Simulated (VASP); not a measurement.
# AlNi in VASP: a series of runs, part 3 of 3

VASP 6.6.1. The steps go on from the part before.

## 4. Electric field gradients, PBE, collinear spin, ferromagnetic start (equal xy, yz and zx shear strains of +2 %)

INCAR reads:

```
  ALGO = Normal
  EDIFF = 1E-8
  ENCUT = 520
  GGA = PE
  ISIF = 2
  ISMEAR = -1
  ISPIN = 2
  LASPH = True
  LCHARG = False
  LEFG = True
  LMAXMIX = 4
  LORBIT = 11
  LREAL = False
  LWAVE = False
  MAGMOM = 0 1.5
  NBANDS = 18
  NELM = 150
  PREC = Accurate
  SIGMA = 0.05
```

KPOINTS reads:

```
k-points
0
Gamma
  13 13 13
```

POSCAR reads:

```
AlNi
1.0
    2.8810000000      0.0288100000      0.0288100000
    0.0288100000      2.8810000000      0.0288100000
    0.0288100000      0.0288100000      2.8810000000
Al Ni
1 1
Direct
    0.0000000000      0.0000000000      0.0000000000
    0.5000000000      0.5000000000      0.5000000000
```

Potentials or basis: VASP PAW PBE potentials, release 64 (Al, Ni).

The run is started by

```
> cat potpaw_PBE.64/Al/POTCAR potpaw_PBE.64/Ni/POTCAR > POTCAR
> mpirun -np 1 vasp_std > vasp.out
```

OUTCAR:

```text
EDIFF = 1E-8
   ENCUT = 520
   GGA = PE
   ISIF = 2
   ISMEAR = -1
   ISPIN = 2
   LASPH = True
   LORBIT = 11
   LREAL = False
   NELM = 150
   PREC = Accurate

 ion  position               nearest neighbor table
   1  0.000  0.000  0.000-   2 2.48   2 2.48   2 2.48   2 2.48   2 2.48   2 2.48   2 2.54   2 2.54

   2  0.500  0.500  0.500-   1 2.48   1 2.48   1 2.48   1 2.48   1 2.48   1 2.48   1 2.54   1 2.54

  LATTYP: Found a trigonal (rhomboedric) cell.
 ALAT       =     2.8812880856
 COS(alpha) =     0.0200959808

  Lattice vectors:

 A1 = (   2.8810000000,   0.0288100000,   0.0288100000)
 A2 = (   0.0288100000,   2.8810000000,   0.0288100000)
 A3 = (   0.0288100000,   0.0288100000,   2.8810000000)

Analysis of symmetry for initial positions (statically):
=====================================================================
 Subroutine PRICEL returns:
 Original cell was already a primitive cell.

 Routine SETGRP: Setting up the symmetry group for a
 trigonal (rhombohedral) supercell.

 Subroutine GETGRP returns: Found 12 space group operations
 (whereof 12 operations were pure point group operations)
 out of a pool of 12 trial point group operations.

The static configuration has the point symmetry D_3d.

Analysis of symmetry for dynamics (positions and initial velocities):
=====================================================================
 Subroutine PRICEL returns:
 Original cell was already a primitive cell.

 Routine SETGRP: Setting up the symmetry group for a
 trigonal (rhombohedral) supercell.

 Subroutine GETGRP returns: Found 12 space group operations
 (whereof 12 operations were pure point group operations)
 out of a pool of 12 trial point group operations.

The dynamic configuration has the point symmetry D_3d.

Analysis of structural, dynamic, and magnetic symmetry:
=====================================================================
 Subroutine PRICEL returns:
 Original cell was already a primitive cell.

 Routine SETGRP: Setting up the symmetry group for a
 trigonal (rhombohedral) supercell.

 Subroutine GETGRP returns: Found 12 space group operations
 (whereof 12 operations were pure point group operations)
 out of a pool of 12 trial point group operations.

The overall configuration has the point symmetry D_3d.

 Subroutine INISYM returns: Found 12 space group operations
 (whereof 12 operations are pure point group operations),
 and found     1 'primitive' translations

----------------------------------------------------------------------------------------

                                     Primitive cell

  volume of cell :      23.9056

  direct lattice vectors                    reciprocal lattice vectors
     2.881000000  0.028810000  0.028810000     0.347170447 -0.003437331 -0.003437331
     0.028810000  2.881000000  0.028810000    -0.003437331  0.347170447 -0.003437331
     0.028810000  0.028810000  2.881000000    -0.003437331 -0.003437331  0.347170447

  length of vectors
     2.881288086  2.881288086  2.881288086     0.347204479  0.347204479  0.347204479

[... 111 lines left out ...]
 spin polarized calculation
  energy-cutoff  :      520.00
  volume of cell :       23.91
 maximum number of plane-waves:       665
 NGX is ok and might be reduce to    24
   NGX = 11   NGY = 11   NGZ = 11

 number of electron      13.0000012 magnetization       0.0004918

 number of electron      13.0000012 magnetization      -0.0000021

 Free energy of the ion-electron system (eV)
  ---------------------------------------------------
  ext. energy  EPLUGINS =         0.00000000
  ---------------------------------------------------
  free energy    TOTEN  =       -10.53247981 eV

  energy without entropy =      -10.52731313  energy(sigma->0) =      -10.52989647

 E-fermi :  10.0162     XC(G=0): -12.0492

 val. band max:       10.0043898892   @ k =   0.4615   0.3077   0.3077
 cond. band min:      10.0226353156   @ k =  -0.3846   0.3077   0.1538
 fundamental gap:      0.0182454264
 Fermi energy:        10.0161650039

 spin component 1

 k-point     1 :       0.0000    0.0000    0.0000
  band No.  band energies     occupation
      1      -1.1099      1.00000
      2       6.8032      1.00000
      3       6.8032      1.00000
      4       8.4606      1.00000
      5       8.4606      1.00000
      6       8.5326      1.00000
[... 493 lines left out ...]
     17      33.0165      0.00000
     18      35.0652      0.00000

 [... further k-points ...]

 spin component 2

 k-point     1 :       0.0000    0.0000    0.0000
  band No.  band energies     occupation
      1      -1.1099      1.00000
      2       6.8032      1.00000
      3       6.8032      1.00000
      4       8.4606      1.00000
      5       8.4606      1.00000
      6       8.5326      1.00000
[... 493 lines left out ...]
     17      33.0166      0.00000
     18      35.0652      0.00000

 [... further k-points ...]

------------------------ aborting loop because EDIFF is reached ----------------------------------------

  FORCE on cell =-STRESS in cart. coord.  units (eV):
  Direction    XX          YY          ZZ          XY          YZ          ZX
  --------------------------------------------------------------------------------------
  -------------------------------------------------------------------------------------
  Total        0.3274283      0.3274283      0.3274283     -0.3575228     -0.3575228     -0.3575228
  in kB       21.9445421     21.9445421     21.9445421    -23.9614999    -23.9614999    -23.9614999
  external PRESSURE =      21.9445421 kB  Pullay stress =       0.0000000 kB

 VOLUME and BASIS-vectors are now :
 -----------------------------------------------------------------------------
  energy-cutoff  :      520.00
  volume of cell :       23.91
      direct lattice vectors                 reciprocal lattice vectors
     2.881000000  0.028810000  0.028810000     0.347170447 -0.003437331 -0.003437331
     0.028810000  2.881000000  0.028810000    -0.003437331  0.347170447 -0.003437331
     0.028810000  0.028810000  2.881000000    -0.003437331 -0.003437331  0.347170447

 POSITION                                       TOTAL-FORCE (eV/Angst)
 -----------------------------------------------------------------------------------
      0.00000      0.00000      0.00000        -0.000000      0.000000      0.000000
      1.46931      1.46931      1.46931         0.000000     -0.000000      0.000000
 -----------------------------------------------------------------------------------
    total drift:                                0.000000      0.000000     -0.000000

  FREE ENERGIE OF THE ION-ELECTRON SYSTEM (eV)
  ---------------------------------------------------
  free  energy   TOTEN  =       -10.5324798107 eV

  energy  without entropy=      -10.5273131252  energy(sigma->0) =      -10.52989647

 Electric field gradients (V/A^2)
---------------------------------------------------------------------
 ion       V_xx      V_yy      V_zz      V_xy      V_xz      V_yz
---------------------------------------------------------------------
   1      -0.000    -0.000     0.000     2.597     2.597     2.597
   2       0.000     0.000     0.000     2.969     2.969     2.969
---------------------------------------------------------------------

 Electric field gradients after diagonalization (V/A^2)
 (convention: |V_zz| > |V_xx| > |V_yy|)
----------------------------------------------------------------------
 ion       V_xx      V_yy      V_zz     asymmetry (V_yy - V_xx)/ V_zz
----------------------------------------------------------------------
   1      -2.597    -2.597     5.193       0.000
   2      -2.969    -2.969     5.939       0.000
----------------------------------------------------------------------

           NMR quadrupolar parameters

 Cq : quadrupolar parameter    Cq=e*Q*V_zz/h
 eta: asymmetry parameters     (V_yy - V_xx)/ V_zz
 Q  : nuclear electric quadrupole moment in mb (millibarn)
----------------------------------------------------------------------
 ion       Cq(MHz)       eta       Q (mb)
----------------------------------------------------------------------
   1       0.013       0.000       1.000
   2       0.014       0.000       1.000
----------------------------------------------------------------------

 total charge

# of ion       s       p       d       tot
------------------------------------------
    1        0.384   0.414   0.000   0.798
    2        0.475   0.516   8.475   9.467
--------------------------------------------------
tot          0.860   0.930   8.475  10.265

 magnetization (x)

# of ion       s       p       d       tot
------------------------------------------
    1        0.000   0.000   0.000   0.000
    2       -0.000   0.000  -0.000  -0.000
--------------------------------------------------
tot          0.000   0.000  -0.000  -0.000
```

Wall time 99 s (1 thread of AMD EPYC 9R45 (Zen 5), shared host); peak memory 0.24 GiB.

What came out:

```yaml
Free_energy: -10.5325 eV
Pressure: 2.2 GPa
Net_moment: 0.00 μB per cell
Largest_electric_field_gradient_by_atom: Al +5.2; Ni +5.9 V/Å²
Valence_electrons_inside_the_program's_atomic_spheres: Al 0.80; Ni 9.47
```

Electric field gradients, principal values (V/Å²):
```csv
atom,least,middle,greatest (by size)
1 Al,-2.597,-2.597,5.193
2 Ni,-2.969,-2.969,5.939
```

Caveat: the cell differs from its parent crystal (equal xy, yz and zx shear strains of +2 %); without QUAD_EFG the Cq values of the log hold for a quadrupole moment of 1 mb, not for the nuclei.

## 5. Electric field gradients, PBE, collinear spin, ferromagnetic start (11.24 Å³/atom)

This run uses another cell than the first one, of 11.24 Å³/atom.

INCAR reads:

```
SYSTEM = AlNi
  PREC = Accurate
  ENCUT = 520
  EDIFF = 1E-8
  ISMEAR = -1
  SIGMA = 0.05
  LREAL = .False.
  LASPH = .True.
  NELM = 150
  ALGO = Normal
  ISIF = 2
  LWAVE = .False.
  LCHARG = .False.
  ISPIN = 2
  MAGMOM = 0 1.5
  LORBIT = 11
  LMAXMIX = 4
  GGA = PE
  LEFG = .True.
  NBANDS = 18
```

KPOINTS reads:

```
Automatic mesh
0
Gamma
  13 13 13
  0 0 0
```

POSCAR reads:

```
AlNi
1.0
    2.8226878784      0.0000000000      0.0000000000
    0.0000000000      2.8226878784      0.0000000000
    0.0000000000      0.0000000000      2.8226878784
Al Ni
1 1
Direct
    0.0000000000      0.0000000000      0.0000000000
    0.5000000000      0.5000000000      0.5000000000
```

Potentials or basis: VASP PAW PBE potentials, release 64 (Al, Ni).

The run is started by

```
> cat potpaw_PBE.64/Al/POTCAR potpaw_PBE.64/Ni/POTCAR > POTCAR
> mpirun -np 1 vasp_std > vasp.out
```

OUTCAR:

```text
SYSTEM = AlNi
   PREC = Accurate
   ENCUT = 520
   EDIFF = 1E-8
   ISMEAR = -1
   LREAL = .False.
   LASPH = .True.
   NELM = 150
   ISIF = 2
   ISPIN = 2
   LORBIT = 11
   GGA = PE

 ion  position               nearest neighbor table
   1  0.000  0.000  0.000-   2 2.44   2 2.44   2 2.44   2 2.44   2 2.44   2 2.44   2 2.44   2 2.44

   2  0.500  0.500  0.500-   1 2.44   1 2.44   1 2.44   1 2.44   1 2.44   1 2.44   1 2.44   1 2.44

  LATTYP: Found a simple cubic cell.
 ALAT       =     2.8226878784

  Lattice vectors:

 A1 = (   2.8226878784,   0.0000000000,   0.0000000000)
[... 1255 lines left out ...]

 Electric field gradients after diagonalization (V/A^2)
 (convention: |V_zz| > |V_xx| > |V_yy|)
----------------------------------------------------------------------
 ion       V_xx      V_yy      V_zz     asymmetry (V_yy - V_xx)/ V_zz
----------------------------------------------------------------------
   1       0.000    -0.000    -0.000       0.453
   2       0.000     0.000    -0.000       0.346
----------------------------------------------------------------------

           NMR quadrupolar parameters

 Cq : quadrupolar parameter    Cq=e*Q*V_zz/h
 eta: asymmetry parameters     (V_yy - V_xx)/ V_zz
 Q  : nuclear electric quadrupole moment in mb (millibarn)
----------------------------------------------------------------------
 ion       Cq(MHz)       eta       Q (mb)
----------------------------------------------------------------------
   1      -0.000       0.453       1.000
   2      -0.000       0.346       1.000
----------------------------------------------------------------------

 total charge

# of ion       s       p       d       tot
------------------------------------------
    1        0.391   0.442   0.000   0.832
    2        0.501   0.572   8.506   9.578
--------------------------------------------------
tot          0.891   1.014   8.506  10.411

 magnetization (x)

# of ion       s       p       d       tot
------------------------------------------
    1       -0.000  -0.000   0.000  -0.000
    2        0.000   0.000  -0.000  -0.000
--------------------------------------------------
tot         -0.000  -0.000  -0.000  -0.000
```

stdout:

```text
POSCAR found type information on POSCAR AlNi
 POSCAR found :  2 types and       2 ions
 scaLAPACK will be used
 LDA part: xc-table for (Slater+PW92), standard interpolation
 POSCAR, INCAR and KPOINTS ok, starting setup
 FFT: planning ... GRIDC
 FFT: planning ... GRID_SOFT
 FFT: planning ... GRID
 WAVECAR not read
 entering main loop
ion   1

ion   2
```

Run time: 22 s. Hardware: 1 thread of Intel Xeon 6975P-C (Granite Rapids), shared host; peak memory 0.18 GiB.

Results:

| Property | Result |
| --- | --- |
| Free energy | -10.4766 eV |
| Pressure | 13.7 GPa |
| Net moment | 0.00 μB per cell |
| Largest electric field gradient by atom | zero within the noise of the run |
| Valence electrons inside the program's atomic spheres | Al 0.83; Ni 9.58 |

Levels at points of the mesh, in eV from the Fermi level:
Spin up:
```tsv
k point	band 3	band 4	band 5	band 6	band 7	band 8	band 9	band 10
(0.00, 0.00, 0.00)	-3.51	-1.65	-1.65	-1.65	5.78	5.78	5.78	8.34
```
Spin down:
```
           k point  band 4  band 5  band 6  band 7  band 8  band 9
(0.00, 0.00, 0.00)   -1.65   -1.65   -1.65    5.78    5.78    5.78
```

Caveat: the cell stands under pressure.
